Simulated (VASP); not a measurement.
Set up this calculation in VASP 6.6.1, as the native input.

* Task: single point
* Functional: r2SCAN
* Potentials or basis: VASP PAW PBE potentials, release 64 (Br, Cs_sv)
* Cutoff: 440 eV
* k mesh: 6 × 6 × 1
* Occupations: gaussian, width 0.05 eV
* Spin: no spin polarisation
* Dipole correction: yes
* Further INCAR settings: ALGO = Normal; EDIFF = 1e-06; NBANDS = 36

System: Cs3Br4, a slab with vacuum.

```
Br Cs
1.0
     4.32261    0.00000    0.00000
     0.00000    4.32261    0.00000
     0.00000    0.00000   27.96782
Br Cs
4 3
Direct
  0.50000 0.50000 0.27619
  0.50000 0.50000 0.42476
  0.50000 0.50000 0.57524
  0.50000 0.50000 0.72381
  0.00000 0.00000 0.34383
  0.00000 0.00000 0.50000
  0.00000 0.00000 0.65617
```

These files were run (other wordings do the same):

POSCAR

```
Cs3Br4
1.0
    4.3226051409      0.0000000000      0.0000000000
    0.0000000000      4.3226051409      0.0000000000
    0.0000000000      0.0000000000     27.9678154228
Br Cs
4 3
Direct
    0.5000000000      0.5000000000      0.2761901022
    0.5000000000      0.5000000000      0.4247601968
    0.5000000000      0.5000000000      0.5752401158
    0.5000000000      0.5000000000      0.7238100595
    0.0000000000      0.0000000000      0.3438311338
    0.0000000000      0.0000000000      0.4999994565
    0.0000000000      0.0000000000      0.6561689354
```

INCAR.step1

```
ALGO     = Normal         # electronic algorithm
DIPOL    = 0.5 0.5 0.500
EDIFF    = 1E-5           # SCF threshold, eV
ENCUT    = 440            # plane-wave cutoff, eV
GGA      = PE             # functional
GGA_COMPAT= F            
IDIPOL   = 3            
ISMEAR   = 0              # smearing method
LASPH    = T              # aspherical terms in the spheres
LCHARG   = F              # write CHGCAR
LDIPOL   = T            
LREAL    = F              # projectors in reciprocal space
LWAVE    = T              # write WAVECAR
NBANDS   = 36             # bands
NELM     = 120            # most SCF steps
NELMDL   = -8           
PREC     = Accurate       # precision mode
SIGMA    = 0.05           # smearing width, eV
```

INCAR.step2

```
ALGO     = Normal         # electronic algorithm
DIPOL    = 0.5 0.5 0.500
EDIFF    = 1E-6           # SCF threshold, eV
ENCUT    = 440            # plane-wave cutoff, eV
GGA_COMPAT= F            
IDIPOL   = 3            
ISIF     = 2              # what is computed and relaxed
ISMEAR   = 0              # smearing method
ISTART   = 1            
LASPH    = T              # aspherical terms in the spheres
LCHARG   = T              # write CHGCAR
LDIPOL   = T            
LELF     = T              # ELF
LMIXTAU  = T            
LREAL    = F              # projectors in reciprocal space
LVACPOTAV= T            
LVHAR    = T            
LWAVE    = F              # write WAVECAR
METAGGA  = R2SCAN         # meta-GGA
NBANDS   = 36             # bands
NELM     = 120            # most SCF steps
PREC     = Accurate       # precision mode
SIGMA    = 0.05           # smearing width, eV
```

KPOINTS

```
k-points
0
Gamma
  6 6 1
```

Potentials or basis: VASP PAW PBE potentials, release 64 (Br, Cs_sv).

The run is started by

```sh
$ cat potpaw_PBE.64/Br/POTCAR potpaw_PBE.64/Cs_sv/POTCAR > POTCAR
$ cp INCAR.step1 INCAR
$ mpirun -np 1 vasp_std > vasp.out
$ cp INCAR.step2 INCAR
$ mpirun -np 1 vasp_std > vasp.out
```

Results of the run:

* Largest force: 0.016 eV/Å
* Band gap on the k mesh: zero (an odd number of electrons rules out a gap without spin polarisation)
* Work function of the upper face: 8.03 eV
* Work function of the lower face: 8.03 eV

Caveat: the PAW data sets were made with another functional, which shifts forces and pressure a little; spin-orbit coupling is left out, which moves the levels of the heavy elements; an odd number of electrons without spin polarisation forces a metal; a magnetic or distorted state may lie lower.

It took 8.7 min on 1 thread of Intel(R) Xeon(R) 6975P-C (Granite Rapids), on a shared host, peak memory 0.51 GiB.
